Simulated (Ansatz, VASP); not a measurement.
**One calculation of PbS, two programs**

```
Pb S
1.0
     2.03966   -3.53586    0.00000
     2.03966    3.53586    0.00000
     0.00000    0.00000    7.49641
Pb S
2 2
Direct
  0.00103 0.99897 0.48673
  0.99897 0.00103 0.98673
  0.66715 0.33285 0.69247
  0.33285 0.66715 0.19247
```

Alike in both runs: task single point; functional PBEsol; k mesh 6 × 6 × 4; occupations fermi-dirac, width 0.02 eV; no spin polarisation.

```csv
,VASP,Ansatz
version,VASP 6.6.1,Ansatz 0.2.0
potentials or method,"VASP PAW PBE potentials, release 64 (Pb_d, S), cutoff 520 eV","plane waves, PAW"
valence electrons in the cell,40,40
```

```tsv
	VASP	Ansatz	Ansatz less VASP
pressure (GPa)	-0.5	-0.5	+0.04
```

VASP's potentials were made for PBE, not for PBEsol.

Neither program's run includes spin-orbit coupling.
